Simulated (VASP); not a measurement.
# MgS (Niningerite) (Fm-3m) in VASP: elastic constants with PBE

Aim: the elastic constants of MgS (Niningerite) with PBE.

All numbers are computed with VASP 6.6.1; they aren't measurements. Logs are shortened: lines on timing, memory, paths and dates and some standing lists are left out, and cuts for length are marked.

**1. The cell of the first run**

It takes space group Fm-3m (No. 225, cubic). The conventional cell has a = 5.230 Å, b = 5.230 Å, c = 5.230 Å, α = 90.00°, β = 90.00°, γ = 90.00°. Within 3.4 Å of Mg (site symmetry m-3m) lie 6 S at 2.61 Å. Within 3.4 Å of S (site symmetry m-3m) lie 6 Mg at 2.61 Å.

**2. Elastic constants, PBE**

INCAR

```
PREC     = Accurate       # precision mode
ENCUT    = 600            # plane-wave cutoff, eV
EDIFF    = 1E-8           # SCF threshold, eV
ISMEAR   = 0              # smearing method
SIGMA    = 0.01           # smearing width, eV
LREAL    = F              # projectors in reciprocal space
LASPH    = T              # aspherical terms in the spheres
NELM     = 100            # most SCF steps
ALGO     = Normal         # electronic algorithm
ISIF     = 3              # what is computed and relaxed
LWAVE    = F              # write WAVECAR
LCHARG   = F              # write CHGCAR
GGA      = PE             # functional
IBRION   = 6              # ionic algorithm
NFREE    = 2            
POTIM    = 0.015          # step
NSW      = 1              # ionic steps
```

KPOINTS

```
regular mesh
0
Gamma
  7 7 7
```

POSCAR

```
MgS
1.0
    0.0000000000      2.6148891741      2.6148891741
    2.6148891741      0.0000000000      2.6148891741
    2.6148891741      2.6148891741      0.0000000000
Mg S
1 1
Direct
    0.0000000000      0.0000000000      0.0000000000
    0.5000000000      0.5000000000      0.5000000000
```

Potentials or basis: VASP PAW PBE potentials, release 64 (Mg, S).

Started as:

```sh
cat potpaw_PBE.64/Mg/POTCAR potpaw_PBE.64/S/POTCAR > POTCAR
mpirun -np 1 vasp_std > vasp.out
```

OUTCAR:

```text
PREC = Accurate
   ENCUT = 600
   EDIFF = 1E-8
   ISMEAR = 0
   LREAL = F
   LASPH = T
   NELM = 100
   ISIF = 3
   GGA = PE
   IBRION = 6
   NFREE = 2
   POTIM = 0.015
   NSW = 1

 ion  position               nearest neighbor table
   1  0.000  0.000  0.000-   2 2.61   2 2.61   2 2.61   2 2.61   2 2.61   2 2.61
   2  0.500  0.500  0.500-   1 2.61   1 2.61   1 2.61   1 2.61   1 2.61   1 2.61

  LATTYP: Found a face centered cubic cell.
 ALAT       =     5.2297783482

  Lattice vectors:

 A1 = (   0.0000000000,   2.6148891741,   2.6148891741)
 A2 = (   2.6148891741,   0.0000000000,   2.6148891741)
 A3 = (   2.6148891741,   2.6148891741,   0.0000000000)

Analysis of symmetry for initial positions (statically):
=====================================================================
 Subroutine PRICEL returns:
 Original cell was already a primitive cell.

 Routine SETGRP: Setting up the symmetry group for a
 face centered cubic supercell.

 Subroutine GETGRP returns: Found 48 space group operations
 (whereof 48 operations were pure point group operations)
 out of a pool of 48 trial point group operations.

The static configuration has the point symmetry O_h .

Analysis of symmetry for dynamics (positions and initial velocities):
=====================================================================
 Subroutine PRICEL returns:
 Original cell was already a primitive cell.

 Routine SETGRP: Setting up the symmetry group for a
 face centered cubic supercell.

 Subroutine GETGRP returns: Found 48 space group operations
 (whereof 48 operations were pure point group operations)
 out of a pool of 48 trial point group operations.

The dynamic configuration has the point symmetry O_h .

 Subroutine INISYM returns: Found 48 space group operations
 (whereof 48 operations are pure point group operations),
 and found     1 'primitive' translations

[... 592 lines left out ...]
  band No.  band energies     occupation
      1      -7.6420      2.00000
      2      -0.9065      2.00000
      3       2.1223      2.00000
      4       2.8584      2.00000
      5       8.8626      0.00000
      6       9.8797      0.00000
      7      11.0287      0.00000
      8      13.6491      0.00000

 [... further k-points ...]

------------------------ aborting loop because EDIFF is reached ----------------------------------------

  FORCE on cell =-STRESS in cart. coord.  units (eV):
  Direction    XX          YY          ZZ          XY          YZ          ZX
  --------------------------------------------------------------------------------------
  -------------------------------------------------------------------------------------
  Total       -0.0533306     -0.0592115     -0.0592115      0.0000000     -0.0000000      0.0000000
  in kB       -2.3894476     -2.6529351     -2.6529351      0.0000000     -0.0000000      0.0000000
  external PRESSURE =      -2.5651059 kB  Pullay stress =       0.0000000 kB
[... 17 lines left out ...]
  FREE ENERGIE OF THE ION-ELECTRON SYSTEM (eV)
  ---------------------------------------------------
  free  energy   TOTEN  =        -8.5024461159 eV

  energy  without entropy=       -8.5024461159  energy(sigma->0) =       -8.50244612

 INTERNAL STRAIN TENSORS FROM STRAINED CELLS
 ============================================

 INTERNAL STRAIN TENSOR FOR ION    1 for displacements in x,y,z  (eV/Angst):
          X           Y           Z          XY          YZ          ZX
  --------------------------------------------------------------------------------
  x     0.00000     0.00000     0.00000     0.00000     0.00000     0.00000
  y    -0.00000    -0.00000    -0.00000    -0.00000     0.00000    -0.00000
  z    -0.00000    -0.00000     0.00000    -0.00000     0.00000    -0.00000

 INTERNAL STRAIN TENSORS FROM DISPLACED ATOMS
 ============================================

 INTERNAL STRAIN TENSOR FOR ION    1 for displacements in x,y,z  (eV/Angst):
          X           Y           Z          XY          YZ          ZX
  --------------------------------------------------------------------------------
  x     0.00000     0.00000     0.00000     0.00000     0.00000     0.00000
  y     0.00000     0.00000     0.00000     0.00000     0.00000     0.00000
  z     0.00000     0.00000     0.00000     0.00000     0.00000     0.00000

 INTERNAL STRAIN TENSOR FOR ION    2 for displacements in x,y,z  (eV/Angst):
          X           Y           Z          XY          YZ          ZX
  --------------------------------------------------------------------------------
  x     0.00000     0.00000     0.00000     0.00000     0.00000     0.00000
  y     0.00000     0.00000     0.00000     0.00000     0.00000     0.00000
  z     0.00000     0.00000     0.00000     0.00000     0.00000     0.00000

 Eigenvectors and eigenvalues of the dynamical matrix
 ----------------------------------------------------

   1 f  =    6.709251 THz    42.155464 2PiTHz  223.796508 cm-1    27.747218 meV
             X         Y         Z           dx          dy          dz
      0.000000  0.000000  0.000000     0.000000    0.754372    0.000000
      2.614889  2.614889  2.614889     0.000000   -0.656447    0.000000
[... 21 lines left out ...]
   6 f/i=    0.001618 THz     0.010165 2PiTHz    0.053966 cm-1     0.006691 meV
             X         Y         Z           dx          dy          dz
      0.000000  0.000000  0.000000     0.000000    0.000000   -0.656447
      2.614889  2.614889  2.614889     0.000000    0.000000   -0.754372

--------------------------------------------------------------------------------------------------------

 ELASTIC MODULI CONTR FROM IONIC RELAXATION (kBar)
 Direction    XX          YY          ZZ          XY          YZ          ZX
 --------------------------------------------------------------------------------
 XX           0.0000      0.0000      0.0000      0.0000      0.0000      0.0000
 YY           0.0000      0.0000      0.0000      0.0000      0.0000      0.0000
 ZZ           0.0000      0.0000      0.0000      0.0000      0.0000      0.0000
 XY           0.0000      0.0000      0.0000      0.0000      0.0000      0.0000
 YZ           0.0000      0.0000      0.0000      0.0000      0.0000      0.0000
 ZX           0.0000      0.0000      0.0000      0.0000      0.0000      0.0000
 --------------------------------------------------------------------------------

 TOTAL ELASTIC MODULI (kBar)
 Direction    XX          YY          ZZ          XY          YZ          ZX
 --------------------------------------------------------------------------------
 XX        1386.9195    418.0526    418.0526      0.0000     -0.0000     -0.0000
 YY         418.0526   1386.9195    418.0526      0.0000      0.0000      0.0000
 ZZ         418.0526    418.0526   1386.9195      0.0000     -0.0000      0.0000
 XY           0.0000      0.0000      0.0000    541.2727      0.0000      0.0000
 YZ          -0.0000      0.0000     -0.0000      0.0000    541.2727      0.0000
 ZX          -0.0000      0.0000      0.0000      0.0000      0.0000    541.2727
 --------------------------------------------------------------------------------
```

stdout:

```text
POSCAR found type information on POSCAR MgS
 POSCAR found :  2 types and       2 ions
 scaLAPACK will be used
 LDA part: xc-table for (Slater+PW92), standard interpolation
 POSCAR, INCAR and KPOINTS ok, starting setup
 FFT: planning ... GRIDC
 FFT: planning ... GRID_SOFT
 FFT: planning ... GRID
 WAVECAR not read
 entering main loop
 Found     2 degrees of freedom:
 Adding 6 more for cell shape distortion
 Finite differences POTIM= 0.01500 DOF=   8
 bond charge predicted
 Finite differences progress:
 bond charge predicted
 Finite differences progress:
 bond charge predicted
 Finite differences progress:
 bond charge predicted
 Finite differences progress:
 bond charge predicted
 Finite differences progress:
 bond charge predicted
 Finite differences progress:
 bond charge predicted
 Finite differences progress:
 bond charge predicted
 Finite differences progress:
 bond charge predicted
 Finite differences progress:
 bond charge predicted
 Finite differences progress:
 bond charge predicted
 Finite differences progress:
 bond charge predicted
 Finite differences progress:
 bond charge predicted
 Finite differences progress:
 bond charge predicted
 Finite differences progress:
 bond charge predicted
 Finite differences progress:
 bond charge predicted
 Finite differences progress:
```

Run time: 2.1 min. Hardware: 1 thread of Intel Xeon Platinum 8559C (Emerald Rapids), shared host; peak memory 0.22 GiB.

Results:

| Property | Result |
| --- | --- |
| Elastic constants C11, C12, C44 | 139, 42, 54 GPa |
| Voigt bulk modulus | 74 GPa |
| Highest phonon frequency at Γ, LO-TO splitting left out | 224 cm⁻¹ |

Phonon frequencies in cm⁻¹ (negative: imaginary):
```csv
q point,frequencies
"(0.000, 0.000, 0.000)",0 0 0 224 224 224
```

Elastic tensor in Voigt notation (GPa, in the Cartesian axes of the cell as first typed):
```
139  42  42   0   0   0
 42 139  42   0   0   0
 42  42 139   0   0   0
  0   0   0  54   0   0
  0   0   0   0  54   0
  0   0   0   0   0  54
```

Clamped-ion elastic tensor (GPa):
```
139  42  42   0   0   0
 42 139  42   0   0   0
 42  42 139   0   0   0
  0   0   0  54   0   0
  0   0   0   0  54   0
  0   0   0   0   0  54
```
